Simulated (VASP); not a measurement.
# Zr12H (a cell with a defect) in VASP: single point with PBEsol

Aim: the single point of Zr12H (a cell with a defect) with PBEsol.

Everything below comes from runs of VASP 6.6.1. Logs are shortened: lines on timing, memory, paths and dates and some standing lists are left out, and cuts for length are marked.

**1. The cell of the first run**

The cell holds a defect, 13 atoms: a = 6.460 Å, b = 9.690 Å, c = 5.145 Å, α = 90.00°, β = 90.00°, γ = 120.00°.

**2. Single point, PBEsol**

INCAR

```
SYSTEM = Zr12H
  ALGO = Normal
  EDIFF = 1E-6
  ENCUT = 520
  GGA = PS
  ISIF = 2
  ISMEAR = -1
  LASPH = .True.
  LCHARG = .False.
  LREAL = .False.
  LWAVE = .False.
  NBANDS = 84
  NELM = 100
  PREC = Accurate
  SIGMA = 0.1
```

KPOINTS

```
k-points
0
Gamma
  4 3 4
  0 0 0
```

POSCAR

```
Zr12H
1.0
    6.4600000000      0.0000000000      0.0000000000
   -4.8450000000      8.3917860000      0.0000000000
    0.0000000000      0.0000000000      5.1453900000
Zr H
12 1
Direct
    0.0019985156      0.0018739753      0.0037437395
    0.1651974959      0.2216973836      0.5033369677
    0.0011460668      0.3321464585      0.0033983819
    0.1602494129      0.5480355433      0.5038201186
   -0.0061277505      0.6627832264      0.0033249180
    0.1594009908      0.8929666462      0.5038986355
    0.5053514201      0.0057990039      0.0033612612
    0.6678166594      0.2243869184      0.5031799339
    0.4990914561      0.3319811778      0.0029459380
    0.6634563117      0.5526350410      0.5032094749
    0.5031642093      0.6632185330      0.0033795300
    0.6777238433      0.8932379830      0.5039186534
    0.3348444003      0.7784622963      0.0028192226
```

Potentials or basis: VASP PAW PBE potentials, release 64 (Zr_sv, H).

The run is started by

```bash
cat potpaw_PBE.64/Zr_sv/POTCAR potpaw_PBE.64/H/POTCAR > POTCAR
mpirun -np 1 vasp_std > vasp.out
```

OUTCAR:

```text
SYSTEM = Zr12H
   EDIFF = 1E-6
   ENCUT = 520
   GGA = PS
   ISIF = 2
   ISMEAR = -1
   LASPH = .True.
   LREAL = .False.
   NELM = 100
   PREC = Accurate

 ion  position               nearest neighbor table
   1  0.002  0.002  0.004-   6 3.14   6 3.14  12 3.15  12 3.15   2 3.16   2 3.17   3 3.20   9 3.21
                             7 3.23   7 3.23  11 3.25   5 3.26
   2  0.165  0.222  0.503-   1 3.16   3 3.17   3 3.17  12 3.17   6 3.17   1 3.17   9 3.18   4 3.18
                             9 3.18  10 3.21   8 3.23   8 3.23
   3  0.001  0.332  0.003-   4 3.14   4 3.15   2 3.17   2 3.17   8 3.18   8 3.18   7 3.18   1 3.20
                             9 3.22  11 3.23   5 3.23   9 3.24
   4  0.160  0.548  0.504-   3 3.14   3 3.15   8 3.16   2 3.18   5 3.19   5 3.20  11 3.21  11 3.21
                            10 3.23  10 3.23  12 3.34   6 3.35
   5  0.994  0.663  0.003-  13 1.91  10 3.17  10 3.17  11 3.17   4 3.19   4 3.20   9 3.20   6 3.22
                             6 3.22   3 3.23   1 3.26  11 3.29   7 3.31
   6  0.159  0.893  0.504-  12 3.11   1 3.14   1 3.14   2 3.17   5 3.22   7 3.22   5 3.22   7 3.22
                             8 3.25  10 3.25   4 3.35  12 3.35
   7  0.505  0.006  0.003-  13 1.91   8 3.16   8 3.16   9 3.18   3 3.18  12 3.20  12 3.21   6 3.22
                             6 3.22   1 3.23   1 3.23  11 3.31   5 3.31
   8  0.668  0.224  0.503-   4 3.16   7 3.16   7 3.16   9 3.17   9 3.17   3 3.18   3 3.18  10 3.19
                             2 3.23   2 3.23  12 3.24   6 3.25
   9  0.499  0.332  0.003-   8 3.17   8 3.17  10 3.17  10 3.17   2 3.18   2 3.18   7 3.18  11 3.20
                             5 3.20   1 3.21   3 3.22   3 3.24
  10  0.663  0.553  0.503-  11 3.15  11 3.15   5 3.17   5 3.17   9 3.17   9 3.17   8 3.19   2 3.21
                             4 3.23   4 3.23   6 3.25  12 3.26
  11  0.503  0.663  0.003-  13 1.91  10 3.15  10 3.15   5 3.17   9 3.20   4 3.21   4 3.21  12 3.21
                            12 3.22   3 3.23   1 3.25   5 3.29   7 3.31
  12  0.678  0.893  0.504-   6 3.11   1 3.15   1 3.15   2 3.17   7 3.20   7 3.21  11 3.21  11 3.22
                             8 3.24  10 3.26   4 3.34   6 3.35
  13  0.335  0.778  0.003-   5 1.91   7 1.91  11 1.91

  LATTYP: Found a simple monoclinic cell.
 ALAT       =     6.4600000000
 B/A-ratio  =     0.7965000000
 C/A-ratio  =     1.3228756308
 COS(beta)  =    -0.1889822400

  Lattice vectors:

 A1 = (   6.4600000000,   0.0000000000,   0.0000000000)
 A2 = (   0.0000000000,   0.0000000000,   5.1453900000)
 A3 = (  -1.6150000000,  -8.3917860000,   0.0000000000)

Analysis of symmetry for initial positions (statically):
=====================================================================
 Subroutine PRICEL returns:
 Original cell was already a primitive cell.

 Routine SETGRP: Setting up the symmetry group for a
 simple monoclinic supercell.

 Subroutine GETGRP returns: Found  1 space group operations
 (whereof  1 operations were pure point group operations)
 out of a pool of  4 trial point group operations.

The static configuration has the point symmetry C_1 .

Analysis of symmetry for dynamics (positions and initial velocities):
=====================================================================
 Subroutine PRICEL returns:
 Original cell was already a primitive cell.

 Routine SETGRP: Setting up the symmetry group for a
 simple monoclinic supercell.

 Subroutine GETGRP returns: Found  1 space group operations
 (whereof  1 operations were pure point group operations)
 out of a pool of  4 trial point group operations.

The dynamic configuration has the point symmetry C_1 .

 Subroutine INISYM returns: Found  1 space group operations
 (whereof  1 operations are pure point group operations),
 and found     1 'primitive' translations

----------------------------------------------------------------------------------------

                                     Primitive cell

  volume of cell :     278.9364

  direct lattice vectors                    reciprocal lattice vectors
     6.460000000  0.000000000  0.000000000     0.154798762  0.089373108  0.000000000
    -4.845000000  8.391786000  0.000000000     0.000000000  0.119164145  0.000000000
     0.000000000  0.000000000  5.145390000     0.000000000  0.000000000  0.194348728

  length of vectors
     6.460000000  9.689999859  5.145390000     0.178746214  0.119164145  0.194348728

  position of ions in fractional coordinates (direct lattice)
     0.001998516  0.001873975  0.003743740
     0.165197496  0.221697384  0.503336968
     0.001146067  0.332146458  0.003398382
     0.160249413  0.548035543  0.503820119
     0.993872250  0.662783226  0.003324918
     0.159400991  0.892966646  0.503898636
     0.505351420  0.005799004  0.003361261
     0.667816659  0.224386918  0.503179934
     0.499091456  0.331981178  0.002945938
     0.663456312  0.552635041  0.503209475
     0.503164209  0.663218533  0.003379530
     0.677723843  0.893237983  0.503918653
     0.334844400  0.778462296  0.002819223

  ion indices of the primitive-cell ions
   primitive index   ion index
                 1           1
                 2           2
                 3           3
                 4           4
                 5           5
                 6           6
                 7           7
                 8           8
                 9           9
                10          10
                11          11
                12          12
                13          13

----------------------------------------------------------------------------------------

 KPOINTS: k-points

Automatic generation of k-mesh.
 Grid dimensions read from file:
 generate k-points for:    4    3    4

 Generating k-lattice:

  Cartesian coordinates                     Fractional coordinates (reciprocal lattice)
     0.038699690  0.022343277  0.000000000     0.250000000  0.000000000  0.000000000
     0.000000000  0.039721382  0.000000000     0.000000000  0.333333333  0.000000000
     0.000000000  0.000000000  0.048587182     0.000000000  0.000000000  0.250000000

  Length of vectors
     0.044686554  0.039721382  0.048587182

  Shift w.r.t. Gamma in fractional coordinates (k-lattice)
     0.000000000  0.000000000  0.000000000

 Subroutine IBZKPT returns following result:
 ===========================================

 Found     26 irreducible k-points:

 Following reciprocal coordinates:
            Coordinates               Weight
  0.000000  0.000000  0.000000      1.000000
  0.250000 -0.000000  0.000000      2.000000
  0.500000 -0.000000  0.000000      1.000000
  0.000000  0.333333  0.000000      2.000000
  0.250000  0.333333  0.000000      2.000000
  0.500000  0.333333  0.000000      2.000000
[... 16 lines left out ...]
  0.000000  0.333333  0.500000      2.000000
  0.250000  0.333333  0.500000      2.000000
 [... further k-points ...]
   k-points           NKPTS =     26   k-points in BZ     NKDIM =     26   number of bands    NBANDS=     84
   number of dos      NEDOS =    301   number of ions     NIONS =     13
   total plane-waves  NPLWV = 138240
   dimension x,y,z NGX =    48 NGY =   72 NGZ =   40
   dimension x,y,z NGXF=    96 NGYF=  144 NGZF=   80
   ions per type =              12   1
   NGX,Y,Z   is equivalent  to a cutoff of  12.35, 12.35, 12.92 a.u.
   NGXF,Y,Z  is equivalent  to a cutoff of  24.71, 24.71, 25.85 a.u.
 SYSTEM =  Zr12H
   PREC   = accura    normal or accurate (medium, high low for compatibility)
   ISTART =      0    job   : 0-new  1-cont  2-samecut
   ICHARG =      2    charge: 1-file 2-atom 10-const
   ISPIN  =      1    spin polarized calculation?
   LNONCOLLINEAR =      F non collinear calculations
   LSORBIT =      F    spin-orbit coupling
   LASPH  =      T    aspherical Exc in radial PAW
   ENCUT  =  520.0 eV  38.22 Ry    6.18 a.u.  12.01 18.02  9.57*2*pi/ulx,y,z
   NELM   =    100;   NELMIN=  2; NELMDL= -5     # of ELM steps
   EDIFF  = 0.1E-05   stopping-criterion for ELM
   LREAL  =      F    real-space projection
   EDIFFG = 0.1E-04   stopping-criterion for IOM
   NSW    =      0    number of steps for IOM
   IBRION =     -1    ionic relax: 0-MD 1-quasi-New 2-CG
   NFREE  =      0    steps in history (QN), initial steepest desc. (CG)
   ISIF   =      2    stress and relaxation
   ISYM   =      2    0-nonsym 1-usesym 2-fastsym
   POTIM  = 0.5000    time-step for ionic-motion
   TEBEG  =    0.0;   TEEND  =   0.0 temperature during run
   PSTRESS=    0.0 pullay stress
   NELECT =     145.0000    total number of electrons
   NUPDOWN=      -1.0000    fix difference up-down
   EMIN   =  10.00;   EMAX   =-10.00  energy-range for DOS
   EFERMI =   0.00;   METHOD = LEGACY
   ISMEAR =    -1;   SIGMA  =   0.10  broadening in eV -4-tet -1-fermi 0-gaus
   EFERMI_NEDOS =   21; number of points for ismear=-14 and -15
   IALGO  =     38    algorithm
   IMIX   =      4    mixing-type and parameters
     AMIX     =   0.40;   BMIX     =  1.00
     AMIX_MAG =   1.60;   BMIX_MAG =  1.00
  volume/ion in A,a.u.               =      21.46       144.80
  Fermi-wavevector in a.u.,A,eV,Ry     =   1.316323  2.487490 23.574895  1.732706
  Thomas-Fermi vector in A             =   2.446443
   LORBIT       =      0    0 simple, 1 ext, 2 COOP (PROOUT), +10 PAW based schemes
   GGA     = PS    functional components
   LHFCALC =     F    Hartree Fock is set to
   AEXX    =    0.0000 exact exchange contribution
   IVDW    =     0    specifies the selected vdW correction
   LEPSILON=     F    determine dielectric tensor
   LRPA    =     F    only Hartree local field effects (RPA)
 non-spin polarized calculation
  energy-cutoff  :      520.00
  volume of cell :      278.94
 maximum number of plane-waves:      7534
   NGX = 25   NGY = 37   NGZ = 19

 number of electron     145.0000000 magnetization

 Free energy of the ion-electron system (eV)
  ---------------------------------------------------
  ext. energy  EPLUGINS =         0.00000000
  ---------------------------------------------------
  free energy    TOTEN  =      -112.51846836 eV

  energy without entropy =     -112.10806023  energy(sigma->0) =     -112.31326429

 E-fermi :   8.8843     XC(G=0): -11.2465

 val. band max:        8.8760436919   @ k =  -0.2500   0.3333   0.0000
 cond. band min:       8.8855421154   @ k =   0.2500   0.3333   0.2500
 fundamental gap:      0.0094984235
 Fermi energy:         8.8842795254

 k-point     1 :       0.0000    0.0000    0.0000
  band No.  band energies     occupation
      1     -39.8015      2.00000
      2     -39.7297      2.00000
      3     -39.7016      2.00000
      4     -39.6855      2.00000
      5     -39.6393      2.00000
      6     -39.6314      2.00000
[... 76 lines left out ...]
     83       9.9106      0.00007
     84       9.9933      0.00003

 k-point     2 :       0.2500   -0.0000    0.0000
  band No.  band energies     occupation
      1     -39.7866      2.00000
      2     -39.7335      2.00000
      3     -39.7126      2.00000
      4     -39.6812      2.00000
      5     -39.6529      2.00000
      6     -39.6243      2.00000
[... 1903 lines left out ...]
     83      10.0653      0.00001
     84      10.2288      0.00000

 k-point    24 :       0.2500    0.3333    0.5000
  band No.  band energies     occupation
      1     -39.7465      2.00000
      2     -39.7160      2.00000
      3     -39.7030      2.00000
      4     -39.6585      2.00000
      5     -39.6491      2.00000
      6     -39.6386      2.00000
[... 76 lines left out ...]
     83       9.8334      0.00015
     84       9.9184      0.00006

 [... further k-points ...]

------------------------ aborting loop because EDIFF is reached ----------------------------------------

  FORCE on cell =-STRESS in cart. coord.  units (eV):
  Direction    XX          YY          ZZ          XY          YZ          ZX
  --------------------------------------------------------------------------------------
  -------------------------------------------------------------------------------------
  Total       -3.0137996     -2.6175490     -1.3821134     -0.0859785      0.0040982      0.0008454
  in kB      -17.3109036    -15.0348878     -7.9386935     -0.4938502      0.0235399      0.0048562
  external PRESSURE =     -13.4281616 kB  Pullay stress =       0.0000000 kB

 VOLUME and BASIS-vectors are now :
 -----------------------------------------------------------------------------
  energy-cutoff  :      520.00
  volume of cell :      278.94
      direct lattice vectors                 reciprocal lattice vectors
     6.460000000  0.000000000  0.000000000     0.154798762  0.089373108  0.000000000
    -4.845000000  8.391786000  0.000000000     0.000000000  0.119164145  0.000000000
     0.000000000  0.000000000  5.145390000     0.000000000  0.000000000  0.194348728

 POSITION                                       TOTAL-FORCE (eV/Angst)
 -----------------------------------------------------------------------------------
      0.00383      0.01573      0.01926        -0.000978      0.003499      0.000271
     -0.00695      1.86044      2.58987         0.002730     -0.010673      0.002320
     -1.60185      2.78730      0.01749        -0.000538      0.003110      0.001636
     -1.62002      4.59900      2.59235         0.001989     -0.006959     -0.009712
      3.20923      5.56194      0.01711        -0.007019      0.001314      0.006048
     -3.29669      7.49359      2.59276        -0.001548     -0.004490     -0.007762
      3.23647      0.04866      0.01729        -0.004332      0.010782      0.005071
      3.22694      1.88301      2.58906         0.002184     -0.001809      0.000756
      1.61568      2.78592      0.01516        -0.001292      0.004253      0.004838
      1.60841      4.63760      2.58921         0.000526     -0.004216     -0.000418
      0.03715      5.56559      0.01739         0.006010      0.002460      0.005020
      0.05036      7.49586      2.59286         0.005622     -0.002409     -0.008385
     -1.60855      6.53269      0.01451        -0.003355      0.005140      0.000316
 -----------------------------------------------------------------------------------
    total drift:                                0.000006     -0.000008      0.000004

  FREE ENERGIE OF THE ION-ELECTRON SYSTEM (eV)
  ---------------------------------------------------
  free  energy   TOTEN  =      -112.5184683639 eV

  energy  without entropy=     -112.1080602260  energy(sigma->0) =     -112.31326429
```

Wall time 14 min (1 thread of Intel Xeon Platinum 8259CL at 2.50GHz (Skylake/Cascade Lake), shared host); peak memory 0.6 GiB.

Results:

* Free energy: -112.5185 eV
* Pressure: -1.3 GPa
* Largest force: 0.013 eV/Å
* Band gap on the k mesh: zero (an odd number of electrons rules out a gap without spin polarisation)

Forces on the atoms (eV/Å):
```
Zr  -0.001  0.003  0.000
Zr   0.003 -0.011  0.002
Zr  -0.001  0.003  0.002
Zr   0.002 -0.007 -0.010
Zr  -0.007  0.001  0.006
Zr  -0.002 -0.004 -0.008
Zr  -0.004  0.011  0.005
Zr   0.002 -0.002  0.001
Zr  -0.001  0.004  0.005
Zr   0.001 -0.004  0.000
Zr   0.006  0.002  0.005
Zr   0.006 -0.002 -0.008
H   -0.003  0.005  0.000
```

Caveat: the PAW data sets were made with another functional, which shifts forces and pressure a little.
